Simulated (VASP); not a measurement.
**K: single point with r2SCAN**

Crystal: K.

```
CELL_PARAMETERS angstrom
4.21087 0.00000 0.00000
0.00000 4.21087 0.00000
0.00000 0.00000 3.79400
ATOMIC_POSITIONS crystal
K 0.00000 0.00000 0.00000
```

```yaml
Program: VASP 6.6.1
Task: single point
Functional: r2SCAN
Potentials_or_basis: VASP PAW PBE potentials, release 64 (K_sv)
Cutoff: 520 eV
k_mesh: 12 × 12 × 12
Occupations: gaussian, width 0.15 eV
Spin: no spin polarisation
```

* Pressure: 0.7 GPa
* Band gap on the k mesh: zero (an odd number of electrons rules out a gap without spin polarisation)

Stress tensor (GPa, compression positive):
```
0.15 0.00 0.00
0.00 0.15 0.00
0.00 0.00 1.67
```

Levels at points of the mesh, in eV from the Fermi level:
| k point | band 1 | band 2 | band 3 | band 4 | band 5 | band 6 | band 7 | band 8 |
| --- | --- | --- | --- | --- | --- | --- | --- | --- |
| (0.00, 0.00, 0.00) | -33.90 | -16.55 | -16.55 | -16.52 | -2.41 | 3.01 | 3.29 | 6.73 |
| (0.50, 0.00, 0.00) | -33.90 | -16.65 | -16.54 | -16.51 | -0.07 | -0.01 | 3.81 | 5.00 |
| (0.50, 0.50, 0.00) | -33.89 | -16.64 | -16.64 | -16.51 | 0.91 | 2.26 | 2.26 | 2.45 |
| (0.00, 0.00, 0.50) | -33.88 | -16.78 | -16.52 | -16.52 | 0.41 | 0.56 | 4.11 | 4.83 |
| (0.50, 0.00, 0.50) | -33.88 | -16.76 | -16.62 | -16.51 | 1.04 | 2.81 | 2.90 | 2.93 |
| (0.50, 0.50, 0.50) | -33.87 | -16.75 | -16.60 | -16.60 | 2.25 | 2.25 | 2.77 | 4.77 |

Run time: 3.8 min on 1 thread of AMD EPYC 9R45 96-Core Processor (Zen 5), with other jobs on the host, peak memory 0.23 GiB.

Caveat: the PAW data sets were made with another functional, which shifts forces and pressure a little.
